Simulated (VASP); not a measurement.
Wanted: the native input for a VASP 6.6.1 run.

| Item | Value |
| --- | --- |
| Task | single point |
| Functional | r2SCAN |
| Potentials or basis | VASP PAW PBE potentials, release 64 (Cd, Se, S) |
| Cutoff | 520 eV |
| k mesh | 12 × 12 × 4 |
| Occupations | gaussian, width 0.02 eV |
| Spin | no spin polarisation |
| Dipole correction | no |
| Further INCAR settings | ALGO = Normal; EDIFF = 1e-06; NBANDS = 36 |

Cd3Se2S:

```
Cd Se S
1.0
     4.31558    0.00000    0.00000
    -2.15779    3.73740    0.00000
     0.00000    0.00000   10.58610
Cd Se S
3 2 1
Cartesian
  0.0000 2.4916 0.0031
  2.1578 1.2458 6.9639
  0.0000 0.0000 3.6249
  2.1578 1.2458 9.6474
  0.0000 2.4916 2.6802
  0.0000 0.0000 6.1923
```

The input as run:

POSCAR

```
Cd3Se2S
1.0
    4.3155832096      0.0000000000      0.0000000000
   -2.1577916048      3.7374046917      0.0000000000
    0.0000000000      0.0000000000     10.5861007000
Cd Se S
3 2 1
Direct
    0.3333333333      0.6666666667      0.0002900000
    0.6666666667      0.3333333333      0.6578390000
    0.0000000000      0.0000000000      0.3424180000
    0.6666666667      0.3333333333      0.9113260000
    0.3333333333      0.6666666667      0.2531820000
    0.0000000000      0.0000000000      0.5849460000
```

INCAR.step1

```
  PREC = Accurate
  ENCUT = 520
  ISMEAR = 0
  SIGMA = 0.02
  LREAL = F
  LASPH = T
  NELM = 80
  NBANDS = 36
  GGA = PE
  ALGO = Normal
  EDIFF = 1E-4
  LWAVE = T
  LCHARG = F
```

INCAR.step2

```
  PREC = Accurate
  ENCUT = 520
  EDIFF = 1E-6
  ISMEAR = 0
  SIGMA = 0.02
  LREAL = F
  LASPH = T
  NELM = 80
  ALGO = Normal
  ISIF = 2
  LWAVE = F
  LCHARG = F
  METAGGA = R2SCAN
  LMIXTAU = T
  NBANDS = 36
  ISTART = 1
```

KPOINTS

```
regular mesh
0
Gamma
  12 12 4
```

Potentials or basis: VASP PAW PBE potentials, release 64 (Cd, Se, S).

Run with:

```console
$ cat potpaw_PBE.64/Cd/POTCAR potpaw_PBE.64/Se/POTCAR potpaw_PBE.64/S/POTCAR > POTCAR
$ cp INCAR.step1 INCAR
$ mpirun -np 1 vasp_std > vasp.out
$ cp INCAR.step2 INCAR
$ mpirun -np 1 vasp_std > vasp.out
```

It gave:

* Pressure: -1.2 GPa
* Largest force: 0.015 eV/Å
* Band gap on the k mesh: 1.01 eV

Caveat: the PAW data sets were made with another functional, which shifts forces and pressure a little.

It took 16 min on 1 thread of AMD EPYC 9R45 96-Core Processor (Zen 5), on a shared host, peak memory 0.53 GiB.
